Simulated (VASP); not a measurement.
Runs of VASP 6.6.1 on Ga. The structure is that of space group Fm-3m (No. 225), or close to it. The cells are those of the table. 

```tsv
cell	k mesh	gap on the mesh (eV)	pressure (GPa)
a = 2.817 Å, angles 60.0°, 1 atom	15 × 15 × 15	none	6.2
a = 2.972 Å, angles 60.0°, 1 atom	15 × 15 × 15	none	-4.5
a = 3.008 Å, angles 60.0°, 1 atom	15 × 15 × 15	none	(a)
a = 2.897 Å, angles 60.0°, 1 atom	13 × 13 × 13	none	(b)
a = 2.935 Å, angles 60.0°, 1 atom	15 × 15 × 15	none	-2.7
```

Alike in all rows: task single point; level LDA; potentials or basis VASP PAW LDA potentials, release 64 (Ga_d); no spin polarisation; cutoff (eV) 520; smearing fermi-dirac 0.1 eV.

**Question.** Estimate the missing entries.

**Answer.** (a) -5.8; (b) 0.0.

A k mesh can miss the band edges, and the runs leave out spin-orbit coupling on Ga.

A gap of «none» marks levels without a gap at the run's occupations.
